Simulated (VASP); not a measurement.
# PtAuC4N4 (P-43m) in VASP: notebook, part 2 of 2

VASP 6.6.1.

### 4 Relaxation of cell and atoms, PBE

The input, INCAR:

```
SYSTEM = PtAuC4N4
PREC = Accurate
ENCUT = 600
EDIFF = 1E-6
ISMEAR = 0
SIGMA = 0.1
LREAL = .False.
LASPH = .True.
NELM = 60
ALGO = Normal
ISIF = 3
LWAVE = .False.
LCHARG = .False.
GGA = PE
IBRION = 2
NSW = 90
EDIFFG = -0.04
```

The input, KPOINTS:

```
Automatic mesh
0
Gamma
  4 4 4
  0 0 0
```

The input, POSCAR:

```
PtAuC4N4
1.0
    5.8826218900      0.0000000000      0.0000000000
    0.0000000000      5.8826218900      0.0000000000
    0.0000000000      0.0000000000      5.8826218900
Pt C Au N
1 4 1 4
Direct
    0.0000000000      0.0000000000      0.0000000000
    0.1881440800      0.1881440800      0.1881440800
    0.1881440800      0.8118559200      0.8118559200
    0.8118559200      0.1881440800      0.8118559200
    0.8118559200      0.8118559200      0.1881440800
    0.5000000000      0.5000000000      0.5000000000
    0.3029738000      0.3029738000      0.3029738000
    0.3029738000      0.6970262000      0.6970262000
    0.6970262000      0.3029738000      0.6970262000
    0.6970262000      0.6970262000      0.3029738000
```

Launch:

```console
$ cat potpaw_PBE.64/Pt/POTCAR potpaw_PBE.64/C/POTCAR potpaw_PBE.64/Au/POTCAR potpaw_PBE.64/N/POTCAR > POTCAR
$ mpirun -np 1 vasp_std > vasp.out
```

Run time: 8.8 min. Hardware: 1 thread of Intel Xeon 6975P-C (Granite Rapids), shared host; peak memory 0.4 GiB.

The run converged. Its results:

| Property | Result |
| --- | --- |
| Free energy | -70.8810 eV |
| Relaxed volume | 22.86 Å³/atom |
| Relaxed cell | a = 6.115 Å, b = 6.115 Å, c = 6.115 Å, α = 90.00°, β = 90.00°, γ = 90.00° |
| Space group after relaxing (to 0.05 Å) | P-43m (No. 215) |
| Energy gained by relaxing | 50.2 meV/atom |
| Ionic steps | 18 |
| Pressure after relaxing | -0.1 GPa |
| Largest force after relaxing | 0.040 eV/Å |

Forces in eV/Å, atoms in the order of the input:
```
Pt   0.000  0.000  0.000
C    0.023  0.023  0.023
C    0.023 -0.023 -0.023
C   -0.023  0.023 -0.023
C   -0.023 -0.023  0.023
Au   0.000  0.000  0.000
N    0.008  0.008  0.008
N    0.008 -0.008 -0.008
N   -0.008  0.008 -0.008
N   -0.008 -0.008  0.008
```

The path:
| step | energy change (eV) | largest force (eV/Å) | pressure (GPa) | volume (Å³) |
| --- | --- | --- | --- | --- |
| 1 | 0.0000 | 0.1917 | 7.57 | 203.57 |
| 2 | 0.1346 | 5.0731 | -5.85 | 233.24 |
| 3 | -0.2795 | 2.4871 | 0.61 | 216.23 |
| 4 | -0.4787 | 0.7305 | 0.30 | 227.44 |
| 5 | -0.4823 | 0.3857 | 0.28 | 226.14 |
| 6 | -0.4822 | 0.3336 | 0.28 | 225.94 |
| 7 | -0.4875 | 0.2376 | 0.01 | 226.72 |
| 8 | -0.4927 | 0.4646 | -0.58 | 228.53 |
| 9 | -0.4953 | 0.3341 | -0.51 | 228.80 |
| 10 | -0.4983 | 0.2056 | -0.31 | 229.53 |
| 11 | -0.4991 | 0.1619 | -0.31 | 229.52 |
| 12 | -0.5007 | 0.0394 | -0.34 | 229.50 |
| 13 | -0.5000 | 0.2267 | -0.39 | 229.45 |
| 14 | -0.5010 | 0.0756 | -0.36 | 229.48 |
| 15 | -0.5015 | 0.0611 | -0.16 | 229.19 |
| 16 | -0.5015 | 0.0726 | -0.16 | 229.17 |
| 17 | -0.5018 | 0.0440 | -0.12 | 228.93 |
| 18 | -0.5020 | 0.0398 | -0.09 | 228.65 |

Final structure:
```yaml
crystal:
  lattice:
    - [6.11490, 0.00000, 0.00000]
    - [0.00000, 6.11490, 0.00000]
    - [0.00000, 0.00000, 6.11490]
  atoms:
    - { symbol: Pt, position: [0.00000, 0.00000, 0.00000] }
    - { symbol: C, position: [0.18737, 0.18737, 0.18737] }
    - { symbol: C, position: [0.18737, 0.81263, 0.81263] }
    - { symbol: C, position: [0.81263, 0.18737, 0.81263] }
    - { symbol: C, position: [0.81263, 0.81263, 0.18737] }
    - { symbol: Au, position: [0.50000, 0.50000, 0.50000] }
    - { symbol: N, position: [0.29882, 0.29882, 0.29882] }
    - { symbol: N, position: [0.29882, 0.70118, 0.70118] }
    - { symbol: N, position: [0.70118, 0.29882, 0.70118] }
    - { symbol: N, position: [0.70118, 0.70118, 0.29882] }
```

Levels at points of the mesh, in eV from the Fermi level:
| k point | band 24 | band 25 | band 26 | band 27 | band 28 | band 29 | band 30 | band 31 | band 32 | band 33 |
| --- | --- | --- | --- | --- | --- | --- | --- | --- | --- | --- |
| (0.00, 0.00, 0.00) | -1.46 | -0.94 | -0.94 | -0.94 | -0.30 | -0.30 | -0.30 | 4.85 | 5.13 | 5.13 |
| (0.50, 0.00, 0.00) | -1.98 | -1.30 | -1.30 | -0.70 | -0.09 | 0.23 | 0.23 | 4.80 | 4.80 | 5.15 |
| (0.50, 0.50, 0.00) | -1.92 | -1.23 | -1.23 | -0.72 | -0.08 | 0.18 | 0.18 | 4.88 | 4.99 | 4.99 |
| (0.50, 0.50, 0.50) | -1.33 | -0.88 | -0.88 | -0.88 | -0.24 | -0.24 | -0.24 | 5.22 | 5.22 | 5.22 |

Caveat: spin-orbit coupling is left out, which moves the levels of the heavy elements.

### 5 Single point, PBE, collinear spin, ferromagnetic start

The input, INCAR:

```
  PREC = Accurate
  ENCUT = 520
  EDIFF = 1E-6
  ISMEAR = 0
  SIGMA = 0.1
  LREAL = False
  LASPH = True
  NELM = 150
  ALGO = Normal
  ISIF = 2
  LWAVE = False
  LCHARG = False
  ISPIN = 2
  MAGMOM = 1 0 0 0 0 1 0 0 0 0
  LORBIT = 11
  LMAXMIX = 4
  GGA = PE
  NBANDS = 44
```

The input, KPOINTS:

```
regular mesh
0
Gamma
  4 4 4
```

POSCAR is that of step 4.

Potentials or basis: VASP PAW PBE potentials, release 64 (Pt, C, Au, N).

Launch:

```console
$ cat potpaw_PBE.64/Pt/POTCAR potpaw_PBE.64/C/POTCAR potpaw_PBE.64/Au/POTCAR potpaw_PBE.64/N/POTCAR > POTCAR
$ mpirun -np 1 vasp_std > vasp.out
```

OUTCAR:

```text
PREC = Accurate
   ENCUT = 520
   EDIFF = 1E-6
   ISMEAR = 0
   LREAL = False
   LASPH = True
   NELM = 150
   ISIF = 2
   ISPIN = 2
   LORBIT = 11
   GGA = PE

 ion  position               nearest neighbor table
   1  0.000  0.000  0.000-   2 1.92   3 1.92   4 1.92   5 1.92
   2  0.188  0.188  0.188-   7 1.17   1 1.92
   3  0.188  0.812  0.812-   8 1.17   1 1.92
   4  0.812  0.188  0.812-   9 1.17   1 1.92
   5  0.812  0.812  0.188-  10 1.17   1 1.92
   6  0.500  0.500  0.500-   7 2.01   8 2.01   9 2.01  10 2.01
   7  0.303  0.303  0.303-   2 1.17   6 2.01
   8  0.303  0.697  0.697-   3 1.17   6 2.01
   9  0.697  0.303  0.697-   4 1.17   6 2.01
  10  0.697  0.697  0.303-   5 1.17   6 2.01

[... 1100 lines left out ...]
      1.78228      4.10034      4.10034         0.057602     -0.057602     -0.057602
      4.10034      1.78228      4.10034        -0.057602      0.057602     -0.057602
      4.10034      4.10034      1.78228        -0.057602     -0.057602      0.057602
 -----------------------------------------------------------------------------------
    total drift:                               -0.000000     -0.000000     -0.000000

  FREE ENERGIE OF THE ION-ELECTRON SYSTEM (eV)
  ---------------------------------------------------
  free  energy   TOTEN  =       -70.3689898340 eV

  energy  without entropy=      -70.3218185900  energy(sigma->0) =      -70.34540421

 total charge

# of ion       s       p       d       tot
------------------------------------------
    1        0.814   1.143   8.022   9.979
    2        0.951   1.651   0.000   2.602
    3        0.951   1.651   0.000   2.602
    4        0.951   1.651   0.000   2.602
    5        0.951   1.651   0.000   2.602
    6        0.510   0.628   8.637   9.775
    7        1.301   2.578   0.000   3.879
    8        1.301   2.578   0.000   3.879
    9        1.301   2.578   0.000   3.879
   10        1.301   2.578   0.000   3.879
--------------------------------------------------
tot         10.332  18.687  16.659  45.678

 magnetization (x)

# of ion       s       p       d       tot
------------------------------------------
    1        0.002   0.088   0.189   0.279
    2        0.006   0.011   0.000   0.017
    3        0.006   0.011   0.000   0.017
    4        0.006   0.011   0.000   0.017
    5        0.006   0.011   0.000   0.017
    6        0.000   0.005   0.054   0.060
    7        0.002   0.033   0.000   0.036
    8        0.002   0.033   0.000   0.036
    9        0.002   0.033   0.000   0.036
   10        0.002   0.033   0.000   0.036
--------------------------------------------------
tot          0.036   0.268   0.244   0.548
```

OSZICAR:

```text
N       E                     dE             d eps       ncg     rms          rms(c)
DAV:   1     0.332315268263E+03    0.33232E+03   -0.26001E+04  1760   0.111E+03
DAV:   2    -0.530726559170E+02   -0.38539E+03   -0.37313E+03  2192   0.264E+02
DAV:   3    -0.838932398227E+02   -0.30821E+02   -0.30171E+02  2124   0.752E+01
DAV:   4    -0.844889711038E+02   -0.59573E+00   -0.59350E+00  2120   0.119E+01
DAV:   5    -0.844975232249E+02   -0.85521E-02   -0.85508E-02  2104   0.133E+00    0.412E+01
DAV:   6    -0.733766720880E+02    0.11121E+02   -0.93747E+01  1940   0.512E+01    0.408E+01
DAV:   7    -0.707845617381E+02    0.25921E+01   -0.13183E+01  1780   0.252E+01    0.172E+01
DAV:   8    -0.704954187203E+02    0.28914E+00   -0.33290E+00  1916   0.121E+01    0.684E+00
DAV:   9    -0.704256774161E+02    0.69741E-01   -0.12244E+00  1936   0.601E+00    0.334E+00
DAV:  10    -0.703782457924E+02    0.47432E-01   -0.37822E-01  1988   0.358E+00    0.156E+00
DAV:  11    -0.703691865634E+02    0.90592E-02   -0.11520E-01  1952   0.177E+00    0.363E-01
DAV:  12    -0.703690104369E+02    0.17613E-03   -0.52445E-03  2104   0.413E-01    0.198E-01
DAV:  13    -0.703689322924E+02    0.78145E-04   -0.16882E-03  1960   0.215E-01    0.971E-02
DAV:  14    -0.703689808455E+02   -0.48553E-04   -0.26697E-04  2108   0.878E-02    0.448E-02
DAV:  15    -0.703689858719E+02   -0.50264E-05   -0.38482E-05  1944   0.355E-02    0.174E-02
DAV:  16    -0.703689892584E+02   -0.33866E-05   -0.12733E-05  2020   0.194E-02    0.622E-03
DAV:  17    -0.703689898340E+02   -0.57558E-06   -0.12885E-06  1336   0.624E-03
   1 F= -.70368990E+02 E0= -.70345404E+02  d E =-.471712E-01  mag=     0.7014
```

stdout:

```text
POSCAR found type information on POSCAR PtC AuN
 POSCAR found :  4 types and      10 ions
 scaLAPACK will be used
 LDA part: xc-table for (Slater+PW92), standard interpolation
 POSCAR, INCAR and KPOINTS ok, starting setup
 FFT: planning ... GRIDC
 FFT: planning ... GRID_SOFT
 FFT: planning ... GRID
 WAVECAR not read
 entering main loop
```

It took 2 min on 1 thread of Intel Xeon 6975P-C (Granite Rapids), shared host; peak memory 0.48 GiB.

Results:

| Quantity | Value |
| --- | --- |
| Free energy | -70.3690 eV |
| Pressure | 7.7 GPa |
| Largest force | 0.190 eV/Å |
| Net moment | 0.70 μB per cell |
| Site moments | Pt +0.28; C +0.02; Au +0.06; N +0.04 μB |
| Valence electrons inside the program's atomic spheres | Pt 9.98; C 2.60; Au 9.78; N 3.88 |

Forces on the atoms (eV/Å):
```
Pt   0.000  0.000  0.000
C   -0.110 -0.110 -0.110
C   -0.110  0.110  0.110
C    0.110 -0.110  0.110
C    0.110  0.110 -0.110
Au   0.000  0.000  0.000
N    0.058  0.058  0.058
N    0.058 -0.058 -0.058
N   -0.058  0.058 -0.058
N   -0.058 -0.058  0.058
```

Levels at points of the mesh, in eV from the Fermi level:
Spin up:
| k point | band 26 | band 27 | band 28 | band 29 | band 30 | band 31 | band 32 | band 33 |
| --- | --- | --- | --- | --- | --- | --- | --- | --- |
| (0.00, 0.00, 0.00) | -1.13 | -1.13 | -0.39 | -0.39 | -0.39 | 5.08 | 5.13 | 5.13 |
| (0.50, 0.00, 0.00) | -1.50 | -0.65 | -0.14 | 0.21 | 0.21 | 4.75 | 4.75 | 5.27 |
| (0.50, 0.50, 0.00) | -1.39 | -0.68 | -0.15 | 0.14 | 0.14 | 4.92 | 4.92 | 5.19 |
| (0.50, 0.50, 0.50) | -0.99 | -0.99 | -0.36 | -0.36 | -0.36 | 5.03 | 5.03 | 5.03 |
Spin down:
| k point | band 24 | band 25 | band 26 | band 27 | band 28 | band 29 | band 30 | band 31 | band 32 | band 33 |
| --- | --- | --- | --- | --- | --- | --- | --- | --- | --- | --- |
| (0.00, 0.00, 0.00) | -1.56 | -1.06 | -1.06 | -1.06 | -0.24 | -0.24 | -0.24 | 5.10 | 5.20 | 5.20 |
| (0.50, 0.00, 0.00) | -2.24 | -1.41 | -1.41 | -0.60 | 0.01 | 0.34 | 0.34 | 4.82 | 4.82 | 5.35 |
| (0.50, 0.50, 0.00) | -2.12 | -1.30 | -1.30 | -0.63 | 0.01 | 0.27 | 0.27 | 4.98 | 4.98 | 5.27 |
| (0.50, 0.50, 0.50) | -1.38 | -0.93 | -0.93 | -0.93 | -0.20 | -0.20 | -0.20 | 5.10 | 5.10 | 5.10 |

Caveat: spin-orbit coupling is left out, which moves the levels of the heavy elements.

### 6 Summary

| task | spin | cell | cutoff (eV) | gap on the mesh (eV) | pressure (GPa) | largest force (eV/Å) |
| --- | --- | --- | --- | --- | --- | --- |
| single point | off | a = 5.883 Å, 10 atoms | 520 | none | 7.6 | 0.21 |
| single point | off | a = 6.113 Å, 10 atoms | 520 | none | 0.2 | 0.29 |
| relaxation of cell and atoms | off | relaxed from a = 5.883 Å, 10 atoms | 600 | none | -0.1 | 0.04 |
| single point | collinear, ferromagnetic start | a = 5.883 Å, 10 atoms | 520 | none | 7.7 | 0.19 |

Alike in all rows: level PBE; potentials or basis VASP PAW PBE potentials, release 64 (Pt, C, Au, N); k mesh 4 × 4 × 4; smearing gaussian 0.1 eV.

Caveats: spin-orbit coupling is left out, which moves the levels of the heavy elements.

Absolute energies hang on the potentials; compare differences alone.
